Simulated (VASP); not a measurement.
The system is MgO.

```
Mg O
1.0
     3.38686    0.00000    0.00000
    -1.69343    2.93311    0.00000
     0.00000    0.00000    5.18540
Mg O
2 2
Cartesian
  0.0000 1.9554 -0.0451
  1.6934 0.9777 2.5476
  0.0000 1.9554 1.9896
  1.6934 0.9777 4.5823
```

This cell differs from its parent crystal: strain +3.0%.

Base run:

- Program: VASP 6.6.1
- Functional: r2SCAN
- Potentials or basis: VASP PAW PBE potentials, release 64 (Mg, O)
- Cutoff: 520 eV
- k mesh: 12 × 12 × 6
- Occupations: gaussian, width 0.01 eV
- Spin: no spin polarisation

Its results: band gap on the k mesh 3.73 eV, direct; pressure -10.0 GPa.

Task: The run is repeated on the same cell with these changes: functional from r2SCAN to PBE; occupations from gaussian, width 0.01 eV to fermi-dirac, width 0.02 eV. What comes out?

Result: Band gap on the k mesh 3.09 eV, direct; pressure -6.2 GPa.

Caveats: the PAW data sets were made with another functional, which shifts forces and pressure a little (some runs).

A k mesh can miss the band edges.
